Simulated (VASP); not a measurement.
# Pb (P6_3/mmc) in VASP: a series of runs

Runs on Pb. Level: PBEsol. Tasks: electric field gradients.

Program: VASP 6.6.1. These are calculated values, not measurements. Logs are shortened: lines on timing, memory, paths and dates and some standing lists are left out, and cuts for length are marked.

**1. The cell of the first run**

Symmetry: P6_3/mmc, No. 194, hexagonal system. The conventional cell has a = 3.468 Å, b = 3.468 Å, c = 5.571 Å, α = 90.00°, β = 90.00°, γ = 120.00°. Within 4.5 Å of Pb (site symmetry -6m2) lie 12 Pb at 3.43 to 3.47 Å.

This isn't the form of Pb at room conditions, which is fcc.

**2. Electric field gradients, PBEsol (29.02 Å³/atom)**

The input, INCAR:

```
SYSTEM = Pb
ALGO = Normal
EDIFF = 1E-8
ENCUT = 520
GGA = PS
ISIF = 2
ISMEAR = -1
LASPH = .True.
LCHARG = .False.
LEFG = .True.
LREAL = .False.
LWAVE = .False.
NBANDS = 21
NELM = 80
PREC = Accurate
SIGMA = 0.05
```

The input, KPOINTS:

```
k-points
0
Gamma
  12 12 7
  0 0 0
```

The input, POSCAR:

```
Pb
1.0
    3.4683618054      0.0000000000      0.0000000000
   -1.7341809027      3.0036894329      0.0000000000
    0.0000000000      0.0000000000      5.5713042082
Pb
2
Direct
    0.3333333333      0.6666666667      0.2500000000
    0.6666666667      0.3333333333      0.7500000000
```

Potentials or basis: VASP PAW PBE potentials, release 64 (Pb_d).

Command:

```bash
$ cat potpaw_PBE.64/Pb_d/POTCAR > POTCAR
$ mpirun -np 1 vasp_std > vasp.out
```

OUTCAR:

```text
SYSTEM = Pb
   EDIFF = 1E-8
   ENCUT = 520
   GGA = PS
   ISIF = 2
   ISMEAR = -1
   LASPH = .True.
   LREAL = .False.
   NELM = 80
   PREC = Accurate

 ion  position               nearest neighbor table
   1  0.333  0.667  0.250-   2 3.43   2 3.43   2 3.43   2 3.43   2 3.43   2 3.43
   2  0.667  0.333  0.750-   1 3.43   1 3.43   1 3.43   1 3.43   1 3.43   1 3.43

  LATTYP: Found a hexagonal cell.
 ALAT       =     3.4683618054
 C/A-ratio  =     1.6063215203

  Lattice vectors:

 A1 = (   3.4683618054,   0.0000000000,   0.0000000000)
 A2 = (  -1.7341809027,   3.0036894329,   0.0000000000)
 A3 = (   0.0000000000,   0.0000000000,   5.5713042082)

Analysis of symmetry for initial positions (statically):
=====================================================================
 Subroutine PRICEL returns:
 Original cell was already a primitive cell.

 Routine SETGRP: Setting up the symmetry group for a
 hexagonal supercell.

 Subroutine GETGRP returns: Found 24 space group operations
 (whereof 12 operations were pure point group operations)
 out of a pool of 24 trial point group operations.

The static configuration has the point symmetry D_3d.
 The point group associated with its full space group is D_6h.

Analysis of symmetry for dynamics (positions and initial velocities):
=====================================================================
 Subroutine PRICEL returns:
 Original cell was already a primitive cell.

 Routine SETGRP: Setting up the symmetry group for a
 hexagonal supercell.

 Subroutine GETGRP returns: Found 24 space group operations
 (whereof 12 operations were pure point group operations)
 out of a pool of 24 trial point group operations.

The dynamic configuration has the point symmetry D_3d.
 The point group associated with its full space group is D_6h.

 Subroutine INISYM returns: Found 24 space group operations
 (whereof 12 operations are pure point group operations),
 and found     1 'primitive' translations

----------------------------------------------------------------------------------------

                                     Primitive cell

  volume of cell :      58.0412

  direct lattice vectors                    reciprocal lattice vectors
     3.468361805  0.000000000  0.000000000     0.288320555  0.166461950  0.000000000
    -1.734180903  3.003689433  0.000000000     0.000000000  0.332923900  0.000000000
     0.000000000  0.000000000  5.571304208     0.000000000  0.000000000  0.179491186

  length of vectors
     3.468361805  3.468361805  5.571304208     0.332923900  0.332923900  0.179491186

  position of ions in fractional coordinates (direct lattice)
     0.333333333  0.666666667  0.250000000
     0.666666667  0.333333333  0.750000000

  ion indices of the primitive-cell ions
   primitive index   ion index
                 1           1
                 2           2

----------------------------------------------------------------------------------------

 KPOINTS: k-points

Automatic generation of k-mesh.
 Grid dimensions read from file:
 generate k-points for:   12   12    7

 Generating k-lattice:

  Cartesian coordinates                     Fractional coordinates (reciprocal lattice)
     0.024026713  0.013871829  0.000000000     0.083333333  0.000000000  0.000000000
     0.000000000  0.027743658  0.000000000     0.000000000  0.083333333  0.000000000
     0.000000000  0.000000000  0.025641598     0.000000000  0.000000000  0.142857143

  Length of vectors
     0.027743658  0.027743658  0.025641598

  Shift w.r.t. Gamma in fractional coordinates (k-lattice)
     0.000000000  0.000000000  0.000000000

 Subroutine IBZKPT returns following result:
 ===========================================

 Found     76 irreducible k-points:

 Following reciprocal coordinates:
            Coordinates               Weight
  0.000000  0.000000  0.000000      1.000000
  0.083333  0.000000  0.000000      6.000000
  0.166667 -0.000000  0.000000      6.000000
  0.250000 -0.000000  0.000000      6.000000
  0.333333 -0.000000  0.000000      6.000000
  0.416667  0.000000  0.000000      6.000000
[... 16 lines left out ...]
  0.250000 -0.000000  0.142857     12.000000
  0.333333 -0.000000  0.142857     12.000000
 [... further k-points ...]
   k-points           NKPTS =     76   k-points in BZ     NKDIM =     76   number of bands    NBANDS=     21
   number of dos      NEDOS =    301   number of ions     NIONS =      2
   total plane-waves  NPLWV =  32928
   dimension x,y,z NGX =    28 NGY =   28 NGZ =   42
   dimension x,y,z NGXF=    56 NGYF=   56 NGZF=   84
   ions per type =               2
   NGX,Y,Z   is equivalent  to a cutoff of  13.42, 13.42, 12.53 a.u.
   NGXF,Y,Z  is equivalent  to a cutoff of  26.84, 26.84, 25.07 a.u.
 SYSTEM =  Pb
   PREC   = accura    normal or accurate (medium, high low for compatibility)
   ISTART =      0    job   : 0-new  1-cont  2-samecut
   ICHARG =      2    charge: 1-file 2-atom 10-const
   ISPIN  =      1    spin polarized calculation?
   LNONCOLLINEAR =      F non collinear calculations
   LSORBIT =      F    spin-orbit coupling
   LASPH  =      T    aspherical Exc in radial PAW
   ENCUT  =  520.0 eV  38.22 Ry    6.18 a.u.   6.45  6.45 10.36*2*pi/ulx,y,z
   NELM   =     80;   NELMIN=  2; NELMDL= -5     # of ELM steps
   EDIFF  = 0.1E-07   stopping-criterion for ELM
   LREAL  =      F    real-space projection
   EDIFFG = 0.1E-06   stopping-criterion for IOM
   NSW    =      0    number of steps for IOM
   IBRION =     -1    ionic relax: 0-MD 1-quasi-New 2-CG
   NFREE  =      0    steps in history (QN), initial steepest desc. (CG)
   ISIF   =      2    stress and relaxation
   ISYM   =      2    0-nonsym 1-usesym 2-fastsym
   POTIM  = 0.5000    time-step for ionic-motion
   TEBEG  =    0.0;   TEEND  =   0.0 temperature during run
   PSTRESS=    0.0 pullay stress
   NELECT =      28.0000    total number of electrons
   NUPDOWN=      -1.0000    fix difference up-down
   EMIN   =  10.00;   EMAX   =-10.00  energy-range for DOS
   EFERMI =   0.00;   METHOD = LEGACY
   ISMEAR =    -1;   SIGMA  =   0.05  broadening in eV -4-tet -1-fermi 0-gaus
   EFERMI_NEDOS =   21; number of points for ismear=-14 and -15
   IALGO  =     38    algorithm
   IMIX   =      4    mixing-type and parameters
     AMIX     =   0.40;   BMIX     =  1.00
     AMIX_MAG =   1.60;   BMIX_MAG =  1.00
  volume/ion in A,a.u.               =      29.02       195.84
  Fermi-wavevector in a.u.,A,eV,Ry     =   1.283952  2.426317 22.429645  1.648532
  Thomas-Fermi vector in A             =   2.416174
   LORBIT       =      0    0 simple, 1 ext, 2 COOP (PROOUT), +10 PAW based schemes
   GGA     = PS    functional components
   LHFCALC =     F    Hartree Fock is set to
   AEXX    =    0.0000 exact exchange contribution
   IVDW    =     0    specifies the selected vdW correction
   LEPSILON=     F    determine dielectric tensor
   LRPA    =     F    only Hartree local field effects (RPA)
 non-spin polarized calculation
  energy-cutoff  :      520.00
  volume of cell :       58.04
 maximum number of plane-waves:      1583
 NGX is ok and might be reduce to    28
   NGX = 13   NGY = 13   NGZ = 21

 number of electron      28.0000006 magnetization

 Free energy of the ion-electron system (eV)
  ---------------------------------------------------
  ext. energy  EPLUGINS =         0.00000000
  ---------------------------------------------------
  free energy    TOTEN  =        -7.95549833 eV

  energy without entropy =       -7.94441235  energy(sigma->0) =       -7.94995534

 E-fermi :   7.5746     XC(G=0): -10.5558

 val. band max:        7.5666709248   @ k =   0.3333   0.2500   0.0000
 cond. band min:       7.5799517032   @ k =   0.3333   0.0833   0.0000
 fundamental gap:      0.0132807784
 Fermi energy:         7.5746161295

 k-point     1 :       0.0000    0.0000    0.0000
  band No.  band energies     occupation
      1      -9.4735      2.00000
      2      -9.4209      2.00000
      3      -9.3984      2.00000
      4      -9.3984      2.00000
      5      -9.3723      2.00000
      6      -9.3723      2.00000
[... 13 lines left out ...]
     20      16.6412      0.00000
     21      19.1305      0.00000
[... 529 lines left out ...]
 k-point    24 :       0.3333   -0.0000    0.1429
  band No.  band energies     occupation
      1      -9.5524      2.00000
      2      -9.4652      2.00000
      3      -9.4202      2.00000
      4      -9.3961      2.00000
      5      -9.3091      2.00000
      6      -9.2760      2.00000
[... 13 lines left out ...]
     20      15.8765      0.00000
     21      18.0604      0.00000

 [... further k-points ...]

------------------------ aborting loop because EDIFF is reached ----------------------------------------

  FORCE on cell =-STRESS in cart. coord.  units (eV):
  Direction    XX          YY          ZZ          XY          YZ          ZX
  --------------------------------------------------------------------------------------
  -------------------------------------------------------------------------------------
  Total        0.4837606      0.4837606      0.4927725      0.0000000      0.0000000     -0.0000000
  in kB       13.3537987     13.3537987     13.6025627      0.0000000      0.0000000     -0.0000000
  external PRESSURE =      13.4367200 kB  Pullay stress =       0.0000000 kB

 VOLUME and BASIS-vectors are now :
 -----------------------------------------------------------------------------
  energy-cutoff  :      520.00
  volume of cell :       58.04
      direct lattice vectors                 reciprocal lattice vectors
     3.468361805  0.000000000  0.000000000     0.288320555  0.166461950  0.000000000
    -1.734180903  3.003689433  0.000000000     0.000000000  0.332923900  0.000000000
     0.000000000  0.000000000  5.571304208     0.000000000  0.000000000  0.179491186

 POSITION                                       TOTAL-FORCE (eV/Angst)
 -----------------------------------------------------------------------------------
     -0.00000      2.00246      1.39283         0.000000     -0.000000      0.000000
      1.73418      1.00123      4.17848        -0.000000      0.000000      0.000000
 -----------------------------------------------------------------------------------
    total drift:                               -0.000000      0.000000      0.000000

  FREE ENERGIE OF THE ION-ELECTRON SYSTEM (eV)
  ---------------------------------------------------
  free  energy   TOTEN  =        -7.9554983281 eV

  energy  without entropy=       -7.9444123538  energy(sigma->0) =       -7.94995534

 Electric field gradients (V/A^2)
---------------------------------------------------------------------
 ion       V_xx      V_yy      V_zz      V_xy      V_xz      V_yz
---------------------------------------------------------------------
   1       3.408     3.408    -6.816    -0.000     0.000    -0.000
   2       3.408     3.408    -6.816    -0.000    -0.000     0.000
---------------------------------------------------------------------

 Electric field gradients after diagonalization (V/A^2)
 (convention: |V_zz| > |V_xx| > |V_yy|)
----------------------------------------------------------------------
 ion       V_xx      V_yy      V_zz     asymmetry (V_yy - V_xx)/ V_zz
----------------------------------------------------------------------
   1       3.408     3.408    -6.816       0.000
   2       3.408     3.408    -6.816       0.000
----------------------------------------------------------------------

           NMR quadrupolar parameters

 Cq : quadrupolar parameter    Cq=e*Q*V_zz/h
 eta: asymmetry parameters     (V_yy - V_xx)/ V_zz
 Q  : nuclear electric quadrupole moment in mb (millibarn)
----------------------------------------------------------------------
 ion       Cq(MHz)       eta       Q (mb)
----------------------------------------------------------------------
   1      -0.016       0.000       1.000
   2      -0.016       0.000       1.000
----------------------------------------------------------------------
```

Wall time 44 s (1 thread of Intel Xeon 6975P-C (Granite Rapids), shared host); peak memory 0.21 GiB.

What came out:

```yaml
Free_energy: -7.9555 eV
Pressure: 1.3 GPa
Band_gap_on_the_k_mesh: zero (bands 14 and 15 overlap by 7.80 eV)
Largest_electric_field_gradient_by_atom: Pb -6.8 V/Å²
```

Levels at points of the mesh, in eV from the Fermi level:
```tsv
k point	band 10	band 11	band 12	band 13	band 14	band 15	band 16	band 17	band 18	band 19
(0.00, 0.00, 0.00)	-16.71	-12.05	-8.01	-4.38	5.64	5.64	7.57	7.57	8.24	8.84
(0.50, 0.00, 0.00)	-16.67	-8.44	-7.17	-2.92	-1.43	-0.55	1.78	1.98	5.85	6.19
```

Electric field gradients, principal values (V/Å²):
| atom | least | middle | greatest (by size) |
| --- | --- | --- | --- |
| 1 Pb | 3.408 | 3.408 | -6.816 |
| 2 Pb | 3.408 | 3.408 | -6.816 |

Caveat: without QUAD_EFG the Cq values of the log hold for a quadrupole moment of 1 mb, not for the nuclei; the PAW data sets were made with another functional, which shifts forces and pressure a little; spin-orbit coupling is left out, which moves the levels of the heavy elements.

(Part 1 of 3 ends here.)
